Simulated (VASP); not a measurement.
Here is a VASP 6.6.1 calculation.

File INCAR:

```
  ALGO = Normal
  EDIFF = 1E-6
  ENCUT = 520
  GGA = RE
  ISIF = 2
  ISMEAR = 0
  ISPIN = 2
  LASPH = True
  LCHARG = True
  LELF = True
  LMAXMIX = 4
  LORBIT = 11
  LREAL = False
  LVHAR = True
  LWAVE = False
  MAGMOM = 3 0 0
  NBANDS = 24
  NELM = 150
  PREC = Accurate
  SIGMA = 0.05
```

The input KPOINTS:

```
k-points
0
Gamma
  14 14 6
```

File POSCAR:

```
MnO2
1.0
    2.8768068094      0.0000000000      0.0000000000
   -1.4384034047      2.4913877787      0.0000000000
    0.0000000000      0.0000000000      5.4464523635
Mn O
1 2
Direct
    0.0000000000      0.0000000000      0.0000000000
    0.3333333333      0.6666666667      0.1753671606
    0.6666666667      0.3333333333      0.8246328394
```

Potentials or basis: VASP PAW PBE potentials, release 64 (Mn_pv, O).

Command:

```sh
$ cat potpaw_PBE.64/Mn_pv/POTCAR potpaw_PBE.64/O/POTCAR > POTCAR
$ mpirun -np 1 vasp_std > vasp.out
```

Q: Predict the band gap on the k mesh.

A: 1.08 eV, indirect (least direct gap 1.14 eV).

Q: Estimate the net moment.

A: 3.00 μB per cell.

Q: What does it give for the largest force?

A: 0.304 eV/Å.

Stress tensor (GPa, compression positive):
```
4.32 0.00 0.00
0.00 4.32 0.00
0.00 0.00 2.62
```

Caveat: the PAW data sets were made with another functional, which shifts forces and pressure a little; a cell with one magnetic atom can't hold antiferromagnetic order, which such compounds often take. A hybrid or GW would open this gap; revPBE tends to underestimate it.
